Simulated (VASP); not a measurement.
# AgCl (I4mm) in VASP: a series of runs

Runs on AgCl. Level: PBE. Tasks: single point.

All numbers are computed with VASP 6.6.1; they aren't measurements. Logs are shortened: lines on timing, memory, paths and dates and some standing lists are left out, and cuts for length are marked.

## (1) The cell of the first run

The structure is tetragonal, space group I4mm (No. 107). Conventional cell: a = 3.922 Å, b = 3.922 Å, c = 5.546 Å, α = 90.00°, β = 90.00°, γ = 90.00°. Within 3.6 Å of Ag (site symmetry 4mm) lie 6 Cl at 2.71 to 2.84 Å. Cl (site symmetry 4mm) has 6 Ag at 2.71 to 2.84 Å within 3.6 Å.

## (2) Single point, PBE

Input file INCAR:

```
SYSTEM = AgCl
  PREC = Accurate
  ENCUT = 520
  EDIFF = 1E-7
  ISMEAR = 0
  SIGMA = 0.05
  LREAL = .False.
  LASPH = .True.
  NELM = 80
  ALGO = Normal
  ISIF = 2
  LWAVE = .False.
  LCHARG = .False.
  GGA = PE
  NBANDS = 16
```

Input file KPOINTS:

```
Automatic mesh
0
Gamma
  8 8 8
  0 0 0
```

Input file POSCAR:

```
AgCl
1.0
    0.0000000000      2.7731500000      2.7731500000
    2.7731500000      0.0000000000      2.7731500000
    2.7731500000      2.7731500000      0.0000000000
Ag Cl
1 1
Direct
    0.4887312262      0.4887312262      0.5112687738
    0.0000000000      0.0000000000      0.0000000000
```

Potentials or basis: VASP PAW PBE potentials, release 64 (Ag, Cl).

Launch:

```bash
$ cat potpaw_PBE.64/Ag/POTCAR potpaw_PBE.64/Cl/POTCAR > POTCAR
$ mpirun -np 1 vasp_std > vasp.out
```

OUTCAR:

```text
SYSTEM = AgCl
   PREC = Accurate
   ENCUT = 520
   EDIFF = 1E-7
   ISMEAR = 0
   LREAL = .False.
   LASPH = .True.
   NELM = 80
   ISIF = 2
   GGA = PE

 ion  position               nearest neighbor table
   1  0.489  0.489  0.511-   2 2.71   2 2.77   2 2.77   2 2.77   2 2.77   2 2.84
   2  0.000  0.000  0.000-   1 2.71   1 2.77   1 2.77   1 2.77   1 2.77   1 2.84

  LATTYP: Found a face centered cubic cell.
 ALAT       =     5.5463000000

  Lattice vectors:

 A1 = (   0.0000000000,   2.7731500000,   2.7731500000)
 A2 = (   2.7731500000,   0.0000000000,   2.7731500000)
 A3 = (   2.7731500000,   2.7731500000,   0.0000000000)

Analysis of symmetry for initial positions (statically):
=====================================================================
 Subroutine PRICEL returns:
 Original cell was already a primitive cell.

 Routine SETGRP: Setting up the symmetry group for a
 face centered cubic supercell.

 Subroutine GETGRP returns: Found  8 space group operations
 (whereof  8 operations were pure point group operations)
 out of a pool of 48 trial point group operations.

The static configuration has the point symmetry C_4v.

Analysis of symmetry for dynamics (positions and initial velocities):
=====================================================================
 Subroutine PRICEL returns:
 Original cell was already a primitive cell.

 Routine SETGRP: Setting up the symmetry group for a
 face centered cubic supercell.

 Subroutine GETGRP returns: Found  8 space group operations
 (whereof  8 operations were pure point group operations)
 out of a pool of 48 trial point group operations.

The dynamic configuration has the point symmetry C_4v.

 Subroutine INISYM returns: Found  8 space group operations
 (whereof  8 operations are pure point group operations),
 and found     1 'primitive' translations

----------------------------------------------------------------------------------------

                                     Primitive cell

  volume of cell :      42.6530

  direct lattice vectors                    reciprocal lattice vectors
     0.000000000  2.773150000  2.773150000    -0.180300380  0.180300380  0.180300380
     2.773150000  0.000000000  2.773150000     0.180300380 -0.180300380  0.180300380
     2.773150000  2.773150000  0.000000000     0.180300380  0.180300380 -0.180300380

  length of vectors
     3.921826340  3.921826340  3.921826340     0.312289420  0.312289420  0.312289420

  position of ions in fractional coordinates (direct lattice)
     0.488731226  0.488731226  0.511268774
     0.000000000  0.000000000  0.000000000

  ion indices of the primitive-cell ions
   primitive index   ion index
                 1           1
                 2           2

----------------------------------------------------------------------------------------

 KPOINTS: Automatic mesh

Automatic generation of k-mesh.
 Grid dimensions read from file:
 generate k-points for:    8    8    8

 Generating k-lattice:

  Cartesian coordinates                     Fractional coordinates (reciprocal lattice)
    -0.022537548  0.022537548  0.022537548     0.125000000  0.000000000  0.000000000
     0.022537548 -0.022537548  0.022537548     0.000000000  0.125000000  0.000000000
     0.022537548  0.022537548 -0.022537548     0.000000000  0.000000000  0.125000000

  Length of vectors
     0.039036177  0.039036177  0.039036177

  Shift w.r.t. Gamma in fractional coordinates (k-lattice)
     0.000000000  0.000000000  0.000000000

 Subroutine IBZKPT returns following result:
 ===========================================

 Found     59 irreducible k-points:

 Following reciprocal coordinates:
            Coordinates               Weight
  0.000000  0.000000  0.000000      1.000000
  0.125000  0.000000  0.000000      8.000000
  0.250000  0.000000  0.000000      8.000000
  0.375000  0.000000  0.000000      8.000000
  0.500000  0.000000  0.000000      4.000000
  0.125000  0.125000  0.000000      2.000000
[... 16 lines left out ...]
  0.000000  0.375000  0.250000     16.000000
  0.500000  0.250000  0.000000      8.000000
 [... further k-points ...]
   k-points           NKPTS =     59   k-points in BZ     NKDIM =     59   number of bands    NBANDS=     16
   number of dos      NEDOS =    301   number of ions     NIONS =      2
   total plane-waves  NPLWV =  27000
   dimension x,y,z NGX =    30 NGY =   30 NGZ =   30
   dimension x,y,z NGXF=    60 NGYF=   60 NGZF=   60
   ions per type =               1   1
   NGX,Y,Z   is equivalent  to a cutoff of  12.72, 12.72, 12.72 a.u.
   NGXF,Y,Z  is equivalent  to a cutoff of  25.43, 25.43, 25.43 a.u.
 SYSTEM =  AgCl
   PREC   = accura    normal or accurate (medium, high low for compatibility)
   ISTART =      0    job   : 0-new  1-cont  2-samecut
   ICHARG =      2    charge: 1-file 2-atom 10-const
   ISPIN  =      1    spin polarized calculation?
   LNONCOLLINEAR =      F non collinear calculations
   LSORBIT =      F    spin-orbit coupling
   LASPH  =      T    aspherical Exc in radial PAW
   ENCUT  =  520.0 eV  38.22 Ry    6.18 a.u.   7.29  7.29  7.29*2*pi/ulx,y,z
   NELM   =     80;   NELMIN=  2; NELMDL= -5     # of ELM steps
   EDIFF  = 0.1E-06   stopping-criterion for ELM
   LREAL  =      F    real-space projection
   EDIFFG = 0.1E-05   stopping-criterion for IOM
   NSW    =      0    number of steps for IOM
   IBRION =     -1    ionic relax: 0-MD 1-quasi-New 2-CG
   NFREE  =      0    steps in history (QN), initial steepest desc. (CG)
   ISIF   =      2    stress and relaxation
   ISYM   =      2    0-nonsym 1-usesym 2-fastsym
   POTIM  = 0.5000    time-step for ionic-motion
   TEBEG  =    0.0;   TEEND  =   0.0 temperature during run
   PSTRESS=    0.0 pullay stress
   NELECT =      18.0000    total number of electrons
   NUPDOWN=      -1.0000    fix difference up-down
   EMIN   =  10.00;   EMAX   =-10.00  energy-range for DOS
   EFERMI =   0.00;   METHOD = LEGACY
   ISMEAR =     0;   SIGMA  =   0.05  broadening in eV -4-tet -1-fermi 0-gaus
   EFERMI_NEDOS =   21; number of points for ismear=-14 and -15
   IALGO  =     38    algorithm
   IMIX   =      4    mixing-type and parameters
     AMIX     =   0.40;   BMIX     =  1.00
     AMIX_MAG =   1.60;   BMIX_MAG =  1.00
  volume/ion in A,a.u.               =      21.33       143.92
  Fermi-wavevector in a.u.,A,eV,Ry     =   1.227955  2.320498 20.515850  1.507872
  Thomas-Fermi vector in A             =   2.362898
   LORBIT       =      0    0 simple, 1 ext, 2 COOP (PROOUT), +10 PAW based schemes
   GGA     = PE    functional components
   LHFCALC =     F    Hartree Fock is set to
   AEXX    =    0.0000 exact exchange contribution
   IVDW    =     0    specifies the selected vdW correction
   LEPSILON=     F    determine dielectric tensor
   LRPA    =     F    only Hartree local field effects (RPA)
 non-spin polarized calculation
 Gauss-broadening in eV      SIGMA  =   0.05
  energy-cutoff  :      520.00
  volume of cell :       42.65
 maximum number of plane-waves:      1174
 NGX is ok and might be reduce to    30
   NGX = 15   NGY = 15   NGZ = 15

 number of electron      18.0000001 magnetization

 Free energy of the ion-electron system (eV)
  ---------------------------------------------------
  ext. energy  EPLUGINS =         0.00000000
  ---------------------------------------------------
  free energy    TOTEN  =        -5.39220490 eV

  energy without entropy =       -5.39220490  energy(sigma->0) =       -5.39220490

 E-fermi :   4.0710     XC(G=0):  -9.9645

 val. band max:        3.8136874053   @ k =   0.5000   0.0000   0.0000
 cond. band min:       4.7276546497   @ k =   0.0000   0.0000   0.0000
 fundamental gap:      0.9139672444
 Fermi energy:         4.0709829429

 k-point     1 :       0.0000    0.0000    0.0000
  band No.  band energies     occupation
      1     -11.3335      2.00000
      2       1.2163      2.00000
      3       1.2921      2.00000
      4       1.2921      2.00000
      5       1.3785      2.00000
      6       1.4196      2.00000
[... 8 lines left out ...]
     15      17.0597      0.00000
     16      17.1519      0.00000

 k-point     2 :       0.1250    0.0000    0.0000
  band No.  band energies     occupation
      1     -11.2737      2.00000
      2       0.5873      2.00000
      3       0.7186      2.00000
      4       0.7734      2.00000
      5       1.4295      2.00000
      6       1.4299      2.00000
[... 8 lines left out ...]
     15      15.8734      0.00000
     16      16.5727      0.00000

 k-point     3 :       0.2500    0.0000    0.0000
  band No.  band energies     occupation
      1     -11.1233      2.00000
      2      -0.3724      2.00000
      3       0.1511      2.00000
      4       0.1515      2.00000
      5       1.5554      2.00000
      6       1.5556      2.00000
[... 8 lines left out ...]
     15      16.1040      0.00000
     16      16.4422      0.00000

 k-point     4 :       0.3750    0.0000    0.0000
  band No.  band energies     occupation
      1     -10.9633      2.00000
      2      -1.1394      2.00000
      3      -0.2171      2.00000
      4      -0.2118      2.00000
      5       1.6867      2.00000
      6       1.6869      2.00000
[... 8 lines left out ...]
     15      16.9669      0.00000
     16      16.9704      0.00000
[... 324 lines left out ...]
 k-point    22 :       0.3750    0.2500    0.0000
  band No.  band energies     occupation
      1     -10.9765      2.00000
      2      -0.8048      2.00000
      3       0.3136      2.00000
      4       0.4241      2.00000
      5       1.3208      2.00000
      6       1.7083      2.00000
[... 8 lines left out ...]
     15      18.4438      0.00000
     16      19.5023      0.00000

 k-point    23 :       0.0000    0.3750    0.2500
  band No.  band energies     occupation
      1     -10.9766      2.00000
      2      -0.7953      2.00000
      3       0.2809      2.00000
      4       0.4376      2.00000
      5       1.3200      2.00000
      6       1.7091      2.00000
[... 8 lines left out ...]
     15      18.4412      0.00000
     16      19.4944      0.00000

 k-point    24 :       0.5000    0.2500    0.0000
  band No.  band energies     occupation
      1     -10.8863      2.00000
      2      -0.8261      2.00000
      3      -0.2118      2.00000
      4       0.0205      2.00000
      5       1.5110      2.00000
      6       1.7919      2.00000
[... 8 lines left out ...]
     15      18.1347      0.00000
     16      19.0602      0.00000

 [... further k-points ...]

------------------------ aborting loop because EDIFF is reached ----------------------------------------

  FORCE on cell =-STRESS in cart. coord.  units (eV):
  Direction    XX          YY          ZZ          XY          YZ          ZX
  --------------------------------------------------------------------------------------
  -------------------------------------------------------------------------------------
  Total        0.3937025      0.3937025      0.4425241      0.0000000     -0.0000000      0.0000000
  in kB       14.7886555     14.7886555     16.6225417      0.0000000     -0.0000000      0.0000000
  external PRESSURE =      15.3999509 kB  Pullay stress =       0.0000000 kB

 VOLUME and BASIS-vectors are now :
 -----------------------------------------------------------------------------
  energy-cutoff  :      520.00
  volume of cell :       42.65
      direct lattice vectors                 reciprocal lattice vectors
     0.000000000  2.773150000  2.773150000    -0.180300380  0.180300380  0.180300380
     2.773150000  0.000000000  2.773150000     0.180300380 -0.180300380  0.180300380
     2.773150000  2.773150000  0.000000000     0.180300380  0.180300380 -0.180300380

 POSITION                                       TOTAL-FORCE (eV/Angst)
 -----------------------------------------------------------------------------------
      2.77315      2.77315      2.71065         0.000000      0.000000      0.072162
      0.00000      0.00000      0.00000         0.000000      0.000000     -0.072162
 -----------------------------------------------------------------------------------
    total drift:                               -0.000000     -0.000000      0.000013

  FREE ENERGIE OF THE ION-ELECTRON SYSTEM (eV)
  ---------------------------------------------------
  free  energy   TOTEN  =        -5.3922049023 eV

  energy  without entropy=       -5.3922049023  energy(sigma->0) =       -5.39220490
```

Wall time 26 s (1 thread of AMD EPYC 7R13 (Zen 3), shared host); peak memory 0.16 GiB.

Results:

- Free energy: -5.3922 eV
- Pressure: 1.5 GPa
- Largest force: 0.072 eV/Å
- Band gap on the k mesh: 0.91 eV, indirect (least direct gap 3.03 eV)

Forces in eV/Å, atoms in the order of the input:
```
Ag   0.000  0.000  0.072
Cl   0.000  0.000 -0.072
```

Caveat: the cell differs from its parent crystal (all Ag atoms moved +0.062 Å, as atom 1 towards its neighbour atom 2 (Cl) at 2.773 Å).

## (3) Single point, PBE

Input file INCAR:

```
SYSTEM = AgCl
PREC = Accurate
ENCUT = 520
EDIFF = 1E-7
ISMEAR = 0
SIGMA = 0.05
LREAL = .False.
LASPH = .True.
NELM = 80
ALGO = Normal
ISIF = 2
LWAVE = .False.
LCHARG = .False.
GGA = PE
NBANDS = 16
```

Input file KPOINTS:

```
regular mesh
0
Gamma
  8 8 8
  0 0 0
```

POSCAR, as its differences from that of step 2:

```diff
@@ -8,3 +8,3 @@
 Direct
-    0.4887312262      0.4887312262      0.5112687738
+    0.4932387357      0.4932387357      0.5067612643
     0.0000000000      0.0000000000      0.0000000000
```

Potentials or basis: VASP PAW PBE potentials, release 64 (Ag, Cl).

Launch:

```bash
$ cat potpaw_PBE.64/Ag/POTCAR potpaw_PBE.64/Cl/POTCAR > POTCAR
$ mpirun -np 1 vasp_std > vasp.out
```

It took 26 s on 1 thread of AMD EPYC 7R13 (Zen 3), shared host; peak memory 0.16 GiB.

The run converged. Its results:

| Property | Result |
| --- | --- |
| Free energy | -5.3936 eV |
| Pressure | 1.5 GPa |
| Largest force | 0.042 eV/Å |
| Band gap on the k mesh | 0.91 eV, indirect (least direct gap 3.12 eV) |

Forces on the atoms (eV/Å):
```
Ag   0.000  0.000  0.042
Cl   0.000  0.000 -0.042
```

Levels at points of the mesh, in eV from the valence-band top:
```csv
k point,band 6,band 7,band 8,band 9,band 10,band 11,band 12,band 13
"(0.00, 0.00, 0.00)",-2.40,-2.28,-2.28,-2.21,0.91,10.85,10.85,10.85
"(0.50, 0.00, 0.00)",-2.07,-1.76,0.00,0.00,4.25,6.53,7.68,7.68
"(0.50, 0.50, 0.00)",-2.21,-1.95,-1.95,-1.87,2.39,8.03,8.64,11.51
"(0.00, 0.50, 0.50)",-2.20,-1.95,-1.95,-1.87,2.39,8.02,8.63,11.52
```

Caveat: the cell differs from its parent crystal (all Ag atoms moved +0.037 Å, as atom 1 towards its neighbour atom 2 (Cl) at 2.773 Å). A k mesh can miss the band edges.

(Part 1 of 2 ends here.)
